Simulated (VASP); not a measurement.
Here is a VASP 6.6.1 calculation.

File INCAR:

```
SYSTEM = RbBr
PREC = Accurate
ENCUT = 520
EDIFF = 1E-6
ISMEAR = -1
SIGMA = 0.02
LREAL = .FALSE.
LASPH = .TRUE.
NELM = 100
ALGO = Normal
ISIF = 2
LWAVE = .FALSE.
LCHARG = .FALSE.
GGA = PS
NBANDS = 15
```

File KPOINTS:

```
Automatic mesh
0
G
  6 6 6
  0 0 0
```

POSCAR

```
RbBr
1.0
    0.0000000000      3.8153012152      3.8153012152
    3.8153012152      0.0000000000      3.8153012152
    3.8153012152      3.8153012152      0.0000000000
Rb Br
1 1
Direct
    0.0000000000      0.0000000000      0.0000000000
    0.2500000000      0.2500000000      0.2500000000
```

Potentials or basis: VASP PAW PBE potentials, release 64 (Rb_sv, Br).

Run with:

```sh
$ cat potpaw_PBE.64/Rb_sv/POTCAR potpaw_PBE.64/Br/POTCAR > POTCAR
$ mpirun -np 1 vasp_std > vasp.out
```

(1) What does it give for the band gap on the k mesh?

(2) What does it give for the pressure?

## Answers

(1) 4.16 eV, indirect (least direct gap 4.28 eV).

(2) 0.1 GPa.

Caveat: the PAW data sets were made with another functional, which shifts forces and pressure a little.
